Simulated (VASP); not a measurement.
The system is BN.

```xyz
4
Lattice="2.5016 0.0000 0.0000 -1.2508 2.1665 0.0000 0.0000 0.0000 7.3693" Properties=species:S:1:pos:R:3 pbc="T T T"
B     1.2508    0.7222    5.5270
B     0.0000    1.4443    1.8423
N     0.0000    0.0000    5.5270
N     0.0000    0.0000    1.8423
```

Base run:

```yaml
Program: VASP 6.6.1
Functional: PBE
Potentials_or_basis: VASP PAW PBE potentials, release 64 (B, N)
Cutoff: 520 eV
k_mesh: 14 × 14 × 4
Occupations: fermi-dirac, width 0.02 eV
Spin: no spin polarisation
```

Its results: band gap on the k mesh 3.90 eV, indirect (least direct gap 4.30 eV); pressure 3.2 GPa.

Q: The run is repeated on the same cell with these changes: functional from PBE to r2SCAN; further incar settings from ALGO = Normal; EDIFF = 1e-06; NBANDS = 16 to ALGO = Normal; EDIFF = 1e-08; NBANDS = 16. What comes out?

A: Band gap on the k mesh 4.41 eV, indirect (least direct gap 4.93 eV); pressure 0.0 GPa.

Caveats: this functional lacks dispersion, which binds the layers, so the pressure and a relaxed spacing across them are unreliable (some runs); the PAW data sets were made with another functional, which shifts forces and pressure a little (some runs).

A k mesh can miss the band edges.
